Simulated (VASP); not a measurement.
Nb: single point with PBE

Slab: Nb, a slab with vacuum.

```
CELL_PARAMETERS angstrom
3.31123 0.00000 0.00000
0.00000 3.31123 0.00000
0.00000 0.00000 24.27810
ATOMIC_POSITIONS crystal
Nb 0.25000 0.25000 0.33670
Nb 0.75000 0.75000 0.39719
Nb 0.25000 0.25000 0.46415
Nb 0.75000 0.75000 0.53585
Nb 0.25000 0.25000 0.60281
Nb 0.75000 0.75000 0.66330
```

- Program: VASP 6.6.1
- Task: single point
- Functional: PBE
- Potentials or basis: VASP PAW PBE potentials, release 64 (Nb_sv)
- Cutoff: 520 eV
- k mesh: 10 × 10 × 1
- Occupations: fermi-dirac, width 0.05 eV
- Spin: no spin polarisation
- Dipole correction: yes
- Electric field (eV/Å): 0.2
- Further INCAR settings: ALGO = Normal; EDIFF = 1e-06; NBANDS = 48; EFIELD = -0.2

| Property | Result |
| --- | --- |
| Largest force | 0.026 eV/Å |
| Band gap on the k mesh | zero (band 39 reaches 3.08 eV, above the bottom of band 40 at 2.11 eV) |

Forces on the atoms (eV/Å):
```
Nb   0.000  0.000  0.011
Nb   0.000  0.000  0.018
Nb   0.000  0.000 -0.006
Nb   0.000  0.000  0.005
Nb   0.000  0.000 -0.003
Nb   0.000  0.000 -0.026
```

Levels at points of the mesh, in eV from the Fermi level:
```csv
k point,band 35,band 36,band 37,band 38,band 39,band 40,band 41,band 42,band 43,band 44
"(0.00, 0.00, 0.00)",0.04,0.09,0.16,0.16,0.16,0.31,0.31,0.35,0.48,0.48
"(0.50, 0.00, 0.00)",-1.10,-1.10,-0.60,-0.60,0.33,0.33,0.34,0.34,1.64,1.64
"(0.50, 0.50, 0.00)",-1.34,-1.34,-0.77,-0.77,0.45,0.45,2.12,2.12,2.27,2.27
```

Wall time 8.8 min on 1 thread of Intel(R) Xeon(R) Platinum 8488C (Sapphire Rapids), with other jobs on the host, peak memory 0.48 GiB.
